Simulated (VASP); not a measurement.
A run of VASP 6.6.1 is set up as follows.

File INCAR:

```
ALGO = Normal
EDIFF = 1E-7
ENCUT = 520
GGA = PE
ISIF = 2
ISMEAR = -5
LASPH = True
LCHARG = False
LREAL = False
LWAVE = False
NBANDS = 11
NELM = 100
PREC = Accurate
SIGMA = 0.1
```

The input KPOINTS:

```
k-points
0
Gamma
  14 14 14
```

The input POSCAR:

```
C
1.0
    0.0000000000      2.1270000000      3.3480000000
    1.2280000000      0.0000000000      3.3480000000
    1.2280000000      2.1270000000      0.0000000000
C
2
Direct
    0.1666700000      0.8333300000      0.1666700000
    0.8333300000      0.1666700000      0.8333300000
```

Potentials or basis: VASP PAW PBE potentials, release 64 (C).

The run is started by

```console
$ cat potpaw_PBE.64/C/POTCAR > POTCAR
$ mpirun -np 1 vasp_std > vasp.out
```

**Question.** Estimate the largest force.

**Answer.** 0.031 eV/Å.

**Question.** Estimate the pressure.

**Answer.** 5.1 GPa.

Stress tensor (GPa, compression positive):
```
5.61 0.00 0.00
0.00 5.62 0.00
0.00 0.00 3.95
```

Caveat: the cell stands under pressure; this functional lacks dispersion, which binds the layers, so the pressure and a relaxed spacing across them are unreliable.
